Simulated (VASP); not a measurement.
A run of VASP 6.6.1 is set up as follows.

File INCAR:

```
SYSTEM = Al2O3
  ALGO = Normal
  EDIFF = 1E-6
  ENCUT = 520
  GGA = CA
  ISIF = 2
  ISMEAR = 0
  LASPH = .TRUE.
  LCHARG = .TRUE.
  LELF = .TRUE.
  LREAL = .FALSE.
  LVHAR = .TRUE.
  LWAVE = .FALSE.
  NBANDS = 35
  NELM = 80
  PREC = Accurate
  SIGMA = 0.05
```

The input KPOINTS:

```
k-points
0
G
  8 8 4
  0 0 0
```

The input POSCAR:

```
Al2O3
1.0
    1.3199567671     -4.3945328002      0.0000000000
    1.3199567671      4.3945328002      0.0000000000
    0.0000000000      0.0000000000      6.8504401530
Al O
4 6
Direct
    0.0000000000      0.0000000000      0.5000000000
    0.2475594777      0.7524405223      0.7500000000
    0.7524405223      0.2475594777      0.2500000000
    0.0000000000      0.0000000000      0.0000000000
    0.6361152298      0.3638847702      0.9235214306
    0.8958228060      0.1041771940      0.7500000000
    0.3638847702      0.6361152298      0.0764785694
    0.3638847702      0.6361152298      0.4235214306
    0.1041771940      0.8958228060      0.2500000000
    0.6361152298      0.3638847702      0.5764785694
```

Potentials or basis: VASP PAW LDA potentials, release 64 (Al, O).

Launch:

```sh
$ cat potpaw_LDA.64/Al/POTCAR potpaw_LDA.64/O/POTCAR > POTCAR
$ mpirun -np 1 vasp_std > vasp.out
```

(1) What does it give for the pressure?

(2) Estimate the largest force.

(3) Predict the band gap on the k mesh.

Answers

(1) 0.9 GPa.

(2) 0.059 eV/Å.

(3) 4.87 eV, direct.
